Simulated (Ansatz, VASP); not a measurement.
# CoO: VASP beside Ansatz

Contents of INCAR:

```
PREC = Accurate
ENCUT = 520
EDIFF = 1E-6
ISMEAR = -1
SIGMA = 0.05
LREAL = F
LASPH = T
NELM = 150
ALGO = Normal
ISIF = 2
LWAVE = F
LCHARG = T
ISPIN = 2
MAGMOM = 3.5 0
LORBIT = 11
LMAXMIX = 4
GGA = PE
LELF = T
LVHAR = T
NBANDS = 18
```

KPOINTS

```
regular mesh
0
Gamma
  10 10 10
```

POSCAR

```
CoO
1.0
    0.0000000000      2.3436418400      2.3436418400
    2.3436418400      0.0000000000      2.3436418400
    2.3436418400      2.3436418400      0.0000000000
Co O
1 1
Direct
    0.0000000000      0.0000000000      0.0000000000
    0.2500000000      0.2500000000      0.2500000000
```

File input.yaml:

```yaml
crystal:
  lattice:
    - [0.0, 2.34364184, 2.34364184]
    - [2.34364184, 0.0, 2.34364184]
    - [2.34364184, 2.34364184, 0.0]
  atoms:
    - { symbol: Co, position: [0.0, 0.0, 0.0], spin: 3.5 }
    - { symbol: O, position: [0.25, 0.25, 0.25] }
hamiltonian:
  xc: pbe
  pseudopotentials: { kind: paw }
magnetization:
  spin_polarized: true
kpoints:
  mp_grid: { grid: [10, 10, 10] }
scf:
  occupations: { method: fermi_dirac, width: 0.05 }
output:
  forces: true
  stress: true
  eigenvalues: true
  write_density: true
  write_potential: true
  elf: true
  volumetric_format: npy
```

Alike in both runs: task single point; functional PBE; k mesh 10 × 10 × 10; occupations fermi-dirac, width 0.05 eV; collinear spin.

|  | VASP | Ansatz |
| --- | --- | --- |
| version | VASP 6.6.1 | Ansatz 0.2.0 |
| potentials or method | VASP PAW PBE potentials, release 64 (Co, O) | Ansatz PAW |
| plane-wave cutoff (eV) | 520 | 420 |
| valence electrons in the cell | 15 | 23 |

VASP gave:

```
gap on the k mesh at the Fermi level (eV)                     : none
pressure (GPa)                                                : -12.3
net moment per atom (μB)                                      : 1.49
size of the moment on the site where the two differ most (μB) : 2.55
```

Task: What did Ansatz give for the same quantities?

Result: gap on the k mesh at the Fermi level (eV): none; pressure (GPa): -12.3; net moment per atom (μB): 1.49; size of the moment on the site where the two differ most (μB): 2.42.

Site moments also hang on the region over which each program counts them. A gap of «none» marks a metal or a gap that the smearing closes. VASP's potentials hold 15 valence electrons a cell and Ansatz's 23, so a difference there can come from the potentials and not from the codes.
